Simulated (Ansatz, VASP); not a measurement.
One calculation of Re, two programs

Contents of INCAR:

```
SYSTEM = Re
PREC     = Accurate       ! precision mode
ENCUT    = 520            ! plane-wave cutoff, eV
EDIFF    = 1E-6           ! SCF threshold, eV
ISMEAR   = -1             ! smearing method
SIGMA    = 0.1            ! smearing width, eV
LREAL    = .False.        ! projectors in reciprocal space
LASPH    = .True.         ! aspherical terms in the spheres
NELM     = 60             ! most SCF steps
ALGO     = Normal         ! electronic algorithm
ISIF     = 2              ! what is computed and relaxed
LWAVE    = .False.        ! write WAVECAR
LCHARG   = .False.        ! write CHGCAR
GGA      = B5             ! functional
ALDAX    = 1.0          
AGGAX    = 1.0          
AGGAC    = 1.0          
ALDAC    = 0.0          
NBANDS   = 14             ! bands
```

Contents of KPOINTS:

```
regular mesh
0
Gamma
  21 21 12
  0 0 0
```

The input POSCAR:

```
Re
1.0
    2.8882327046      0.0000000000      0.0000000000
   -1.4441163523      2.5012828942      0.0000000000
    0.0000000000      0.0000000000      4.6434988263
Re
2
Direct
    0.3333333333      0.6666666667      0.2500000000
    0.6666666667      0.3333333333      0.7500000000
```

Input for Ansatz:

```yaml
crystal:
  lattice:
    - [2.8882327046, 0.0, 0.0]
    - [-1.4441163523, 2.5012828942, 0.0]
    - [0.0, 0.0, 4.6434988263]
  atoms:
    - { symbol: Re, position: [0.3333333333, 0.6666666667, 0.25] }
    - { symbol: Re, position: [0.6666666667, 0.3333333333, 0.75] }
hamiltonian:
  xc: blyp
  pseudopotentials:
    kind: paw
    azcp:
      Re: "pseudopotentials/Re.paw.azcp"
basis:
  ecutwfc: 420
  fft_grid_basis: typed
kpoints:
  mp_grid: { grid: [21, 21, 12], shift: [0, 0, 0] }
magnetization:
  spin_polarized: false
scf:
  occupations: { method: fermi_dirac, width: 0.1 }
output:
  stress: true
```

Alike in both runs: task single point; functional BLYP; k mesh 21 × 21 × 12; occupations fermi-dirac, width 0.1 eV; no spin polarisation.

|  | VASP | Ansatz |
| --- | --- | --- |
| version | VASP 6.6.1 | Ansatz 0.2.0 |
| potentials or method | VASP PAW PBE potentials, release 64 (Re), cutoff 520 eV | plane waves (420 eV) with PAW, scalar-relativistic |
| valence electrons in the cell | 14 | 30 |

|  | VASP | Ansatz | Ansatz less VASP |
| --- | --- | --- | --- |
| pressure (GPa) | -19.7 | -20.8 | -1.05 |
| traceless stress, the component that is largest in VASP (GPa) | -0.35 | -0.28 | +0.063 |

VASP's potentials were made for PBE, not for BLYP. VASP's potentials hold 14 valence electrons a cell and Ansatz's 30, so a difference there can come from the potentials and not from the codes.

Spin-orbit coupling is off throughout.
